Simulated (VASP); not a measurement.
Crystal: SrIn4O3.

```
CELL_PARAMETERS angstrom
-3.54520 3.54520 3.54520
3.54520 -3.54520 3.54520
3.54520 3.54520 -3.54520
ATOMIC_POSITIONS crystal
Sr 0.00000 0.00000 0.00000
In 0.50000 0.50000 0.50000
In 0.00000 0.00000 0.50000
In 0.00000 0.50000 0.00000
In 0.50000 0.00000 0.00000
O 0.00000 0.50000 0.50000
O 0.50000 0.00000 0.50000
O 0.50000 0.50000 0.00000
```

The cell was generated, and may not be a known phase.

- Program: VASP 6.6.1
- Task: relaxation of cell and atoms
- Functional: PBE
- Potentials or basis: VASP PAW PBE potentials, release 64 (Sr_sv, In_d, O)
- Cutoff: 600 eV
- k mesh: 4 × 4 × 4
- Occupations: gaussian, width 0.1 eV
- Spin: no spin polarisation

At the start: pressure -3.3 GPa; volume 22.28 Å³/atom.

How do energy, volume and symmetry change on relaxing?

Over 3 steps the energy falls by 21.8 meV/atom and the volume is 20.38 Å³/atom (-8.5 %); space group Im-3m (No. 229, to 0.1 Å) before and after.

The path:
```
step  energy change (eV)  largest force (eV/Å)  pressure (GPa)  volume (Å³)
   1              0.0000                0.0000           -3.33       178.23
   2             -0.1627                0.0000           -0.97       166.55
   3             -0.1741                0.0000           -0.05       163.03
```

Final structure:
```cif
data_structure
_symmetry_space_group_name_H-M 'P 1'
_symmetry_Int_Tables_number 1
_cell_length_a 5.9606
_cell_length_b 5.9606
_cell_length_c 5.9606
_cell_angle_alpha 109.471
_cell_angle_beta 109.471
_cell_angle_gamma 109.471
_cell_volume 163.03
loop_
_atom_site_label
_atom_site_type_symbol
_atom_site_fract_x
_atom_site_fract_y
_atom_site_fract_z
_atom_site_occupancy
Sr1 Sr 0.00000 0.00000 0.00000 1
In1 In 0.50000 0.50000 0.50000 1
In2 In 0.00000 0.00000 0.50000 1
In3 In 0.00000 0.50000 0.00000 1
In4 In 0.50000 0.00000 0.00000 1
O1 O 0.00000 0.50000 0.50000 1
O2 O 0.50000 0.00000 0.50000 1
O3 O 0.50000 0.50000 0.00000 1
```
